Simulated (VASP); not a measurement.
# Os (P6_3/mmc) in VASP: single point with revPBE

Aim: the single point of Os with revPBE.

Everything below comes from runs of VASP 6.6.1. Logs are shortened: lines on timing, memory, paths and dates and some standing lists are left out, and cuts for length are marked.

**1. The cell of the first run**

Symmetry: P6_3/mmc, No. 194, hexagonal system. The conventional cell has a = 2.763 Å, b = 2.763 Å, c = 4.353 Å, α = 90.00°, β = 90.00°, γ = 120.00°. Within 3.6 Å of Os (site symmetry -6m2) lie 12 Os at 2.70 to 2.76 Å.

**2. Single point, revPBE**

INCAR

```
ALGO     = Normal         # electronic algorithm
EDIFF    = 1E-6           # SCF threshold, eV
ENCUT    = 600            # plane-wave cutoff, eV
GGA      = RE             # functional
GGA_COMPAT= False        
ISIF     = 2              # what is computed and relaxed
ISMEAR   = -1             # smearing method
LASPH    = True           # aspherical terms in the spheres
LCHARG   = False          # write CHGCAR
LREAL    = False          # projectors in reciprocal space
LWAVE    = False          # write WAVECAR
NBANDS   = 15             # bands
NELM     = 120            # most SCF steps
PREC     = Accurate       # precision mode
SIGMA    = 0.1            # smearing width, eV
```

KPOINTS

```
k-points
0
Gamma
  7 7 4
```

POSCAR

```
Os
1.0
    2.7626930919      0.0000000000      0.0000000000
   -1.3813465459      2.3925624004      0.0000000000
    0.0000000000      0.0000000000      4.3528455340
Os
2
Direct
    0.3333333333      0.6666666667      0.2500000000
    0.6666666667      0.3333333333      0.7500000000
```

Potentials or basis: VASP PAW PBE potentials, release 64 (Os).

Launch:

```bash
$ cat potpaw_PBE.64/Os/POTCAR > POTCAR
$ mpirun -np 1 vasp_std > vasp.out
```

OUTCAR:

```text
EDIFF = 1E-6
   ENCUT = 600
   GGA = RE
   ISIF = 2
   ISMEAR = -1
   LASPH = True
   LREAL = False
   NELM = 120
   PREC = Accurate

 ion  position               nearest neighbor table
   1  0.333  0.667  0.250-   2 2.70   2 2.70   2 2.70   2 2.70   2 2.70   2 2.70
   2  0.667  0.333  0.750-   1 2.70   1 2.70   1 2.70   1 2.70   1 2.70   1 2.70

  LATTYP: Found a hexagonal cell.
 ALAT       =     2.7626930919
 C/A-ratio  =     1.5755805619

  Lattice vectors:

 A1 = (   2.7626930919,   0.0000000000,   0.0000000000)
 A2 = (  -1.3813465459,   2.3925624004,   0.0000000000)
 A3 = (   0.0000000000,   0.0000000000,   4.3528455340)

Analysis of symmetry for initial positions (statically):
=====================================================================
 Subroutine PRICEL returns:
 Original cell was already a primitive cell.

 Routine SETGRP: Setting up the symmetry group for a
 hexagonal supercell.

 Subroutine GETGRP returns: Found 24 space group operations
 (whereof 12 operations were pure point group operations)
 out of a pool of 24 trial point group operations.

The static configuration has the point symmetry D_3d.
 The point group associated with its full space group is D_6h.

Analysis of symmetry for dynamics (positions and initial velocities):
=====================================================================
 Subroutine PRICEL returns:
 Original cell was already a primitive cell.

 Routine SETGRP: Setting up the symmetry group for a
 hexagonal supercell.

 Subroutine GETGRP returns: Found 24 space group operations
 (whereof 12 operations were pure point group operations)
 out of a pool of 24 trial point group operations.

The dynamic configuration has the point symmetry D_3d.
 The point group associated with its full space group is D_6h.

 Subroutine INISYM returns: Found 24 space group operations
 (whereof 12 operations are pure point group operations),
 and found     1 'primitive' translations

----------------------------------------------------------------------------------------

                                     Primitive cell

  volume of cell :      28.7719

  direct lattice vectors                    reciprocal lattice vectors
     2.762693092  0.000000000  0.000000000     0.361965650  0.208980965  0.000000000
    -1.381346546  2.392562400  0.000000000     0.000000000  0.417961931  0.000000000
     0.000000000  0.000000000  4.352845534     0.000000000  0.000000000  0.229734777

  length of vectors
     2.762693092  2.762693092  4.352845534     0.417961931  0.417961931  0.229734777

[... 90 lines left out ...]
   NELECT =      16.0000    total number of electrons
   NUPDOWN=      -1.0000    fix difference up-down
   EMIN   =  10.00;   EMAX   =-10.00  energy-range for DOS
   EFERMI =   0.00;   METHOD = LEGACY
   ISMEAR =    -1;   SIGMA  =   0.10  broadening in eV -4-tet -1-fermi 0-gaus
   EFERMI_NEDOS =   21; number of points for ismear=-14 and -15
   IALGO  =     38    algorithm
   IMIX   =      4    mixing-type and parameters
     AMIX     =   0.40;   BMIX     =  1.00
     AMIX_MAG =   1.60;   BMIX_MAG =  1.00
  volume/ion in A,a.u.               =      14.39        97.08
  Fermi-wavevector in a.u.,A,eV,Ry     =   1.346248  2.544040 24.658980  1.812384
  Thomas-Fermi vector in A             =   2.474095
   LORBIT       =      0    0 simple, 1 ext, 2 COOP (PROOUT), +10 PAW based schemes
   GGA     = RE    functional components
   LHFCALC =     F    Hartree Fock is set to
   AEXX    =    0.0000 exact exchange contribution
   IVDW    =     0    specifies the selected vdW correction
   LEPSILON=     F    determine dielectric tensor
   LRPA    =     F    only Hartree local field effects (RPA)
 non-spin polarized calculation
  energy-cutoff  :      600.00
  volume of cell :       28.77
 maximum number of plane-waves:       990
 NGX is ok and might be reduce to    24
   NGX = 11   NGY = 11   NGZ = 17

 number of electron      16.0000000 magnetization

 Free energy of the ion-electron system (eV)
  ---------------------------------------------------
  ext. energy  EPLUGINS =         0.00000000
  ---------------------------------------------------
  free energy    TOTEN  =       -21.43267838 eV

  energy without entropy =      -21.36832942  energy(sigma->0) =      -21.40050390

 E-fermi :   9.0993     XC(G=0): -13.8781

 val. band max:        9.0581096079   @ k =   0.2857   0.1429   0.2500
 cond. band min:       9.1452175754   @ k =   0.1429   0.1429   0.0000
 fundamental gap:      0.0871079675
 Fermi energy:         9.0993467015

 k-point     1 :       0.0000    0.0000    0.0000
  band No.  band energies     occupation
      1      -1.5782      2.00000
      2       1.5812      2.00000
      3       6.1721      2.00000
      4       6.1721      2.00000
      5       6.4283      2.00000
      6       6.9817      2.00000
      7       6.9817      2.00000
      8       7.5555      2.00000
      9       7.5555      2.00000
     10       9.1458      0.77193
     11      10.6934      0.00000
     12      10.6934      0.00000
     13      17.8760      0.00000
     14      23.1173      0.00000
[... 401 lines left out ...]
      2       3.1496      2.00000
      3       4.5968      2.00000
      4       4.5968      2.00000
      5       5.7432      2.00000
      6       5.7432      2.00000
      7       7.6919      2.00000
      8       7.6919      2.00000
      9      10.9220      0.00000
     10      10.9220      0.00000
     11      15.5439      0.00000
     12      15.5439      0.00000
     13      18.9275      0.00000
     14      18.9275      0.00000
     15      21.2733      0.00000

------------------------ aborting loop because EDIFF is reached ----------------------------------------

  FORCE on cell =-STRESS in cart. coord.  units (eV):
  Direction    XX          YY          ZZ          XY          YZ          ZX
  --------------------------------------------------------------------------------------
  -------------------------------------------------------------------------------------
  Total        0.4268823      0.4268823     -0.6004127      0.0000000      0.0000000      0.0000000
  in kB       23.7711166     23.7711166    -33.4342254      0.0000000      0.0000000      0.0000000
  external PRESSURE =       4.7026692 kB  Pullay stress =       0.0000000 kB

 VOLUME and BASIS-vectors are now :
 -----------------------------------------------------------------------------
  energy-cutoff  :      600.00
  volume of cell :       28.77
      direct lattice vectors                 reciprocal lattice vectors
     2.762693092  0.000000000  0.000000000     0.361965650  0.208980965  0.000000000
    -1.381346546  2.392562400  0.000000000     0.000000000  0.417961931  0.000000000
     0.000000000  0.000000000  4.352845534     0.000000000  0.000000000  0.229734777

 POSITION                                       TOTAL-FORCE (eV/Angst)
 -----------------------------------------------------------------------------------
     -0.00000      1.59504      1.08821         0.000000      0.000000      0.000000
      1.38135      0.79752      3.26463        -0.000000     -0.000000      0.000000
 -----------------------------------------------------------------------------------
    total drift:                               -0.000000      0.000000     -0.000000

  FREE ENERGIE OF THE ION-ELECTRON SYSTEM (eV)
  ---------------------------------------------------
  free  energy   TOTEN  =       -21.4326783785 eV

  energy  without entropy=      -21.3683294192  energy(sigma->0) =      -21.40050390
```

Run time: 9.6 s. Hardware: 1 thread of AMD EPYC 9R45 (Zen 5), shared host; peak memory 0.12 GiB.

What came out:

```yaml
Free_energy: -21.4327 eV
Pressure: 0.5 GPa
Band_gap_on_the_k_mesh: zero (bands 8 and 9 overlap by 3.25 eV)
```

Levels at points of the mesh, in eV from the Fermi level:
```tsv
k point	band 5	band 6	band 7	band 8	band 9	band 10	band 11	band 12
(0.00, 0.00, 0.00)	-2.67	-2.12	-2.12	-1.54	-1.54	0.05	1.59	1.59
(0.00, 0.00, 0.50)	-3.13	-3.13	-3.13	-3.13	0.83	0.83	0.83	0.83
```

Caveat: the k points lie up to 0.38 Å⁻¹ apart, too coarse for converged energies and pressures of a metal; the PAW data sets were made with another functional, which shifts forces and pressure a little; spin-orbit coupling is left out, which moves the levels of the heavy elements.
